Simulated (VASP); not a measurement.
Al, 1 atom in the cell. It takes space group Im-3m (No. 229, cubic). The conventional cell has a = 3.087 Å, b = 3.087 Å, c = 3.087 Å, α = 90.00°, β = 90.00°, γ = 90.00°. Within 3.5 Å of Al (site symmetry m-3m) lie 14 Al at 2.67 to 3.09 Å.  This cell differs from its parent crystal: strain -0.030 along x and y, -0.030 along z.

* Program: VASP 6.6.1
* Task: single point
* Functional: r2SCAN
* Potentials or basis: VASP PAW PBE potentials, release 64 (Al)
* Cutoff: 520 eV
* k mesh: 20 × 20 × 20
* Occupations: gaussian, width 0.15 eV
* Spin: no spin polarisation
* Dipole correction: no
* Further INCAR settings: ALGO = Normal; EDIFF = 1e-06; NBANDS = 8

Potentials or basis: VASP PAW PBE potentials, release 64 (Al).

Run with:

```sh
$ cat potpaw_PBE.64/Al/POTCAR > POTCAR
$ cp INCAR.step1 INCAR
$ mpirun -np 1 vasp_std > vasp.out
$ cp INCAR.step2 INCAR
$ mpirun -np 1 vasp_std > vasp.out
```

Hardware: 1 thread of Intel(R) Xeon(R) Platinum 8488C (Sapphire Rapids), on a shared host.

Q: How long does it take, and how much memory?

A: It took 46 s on 1 thread of Intel(R) Xeon(R) Platinum 8488C (Sapphire Rapids) (shared host), peak memory 0.14 GiB. Counts: k points 256.
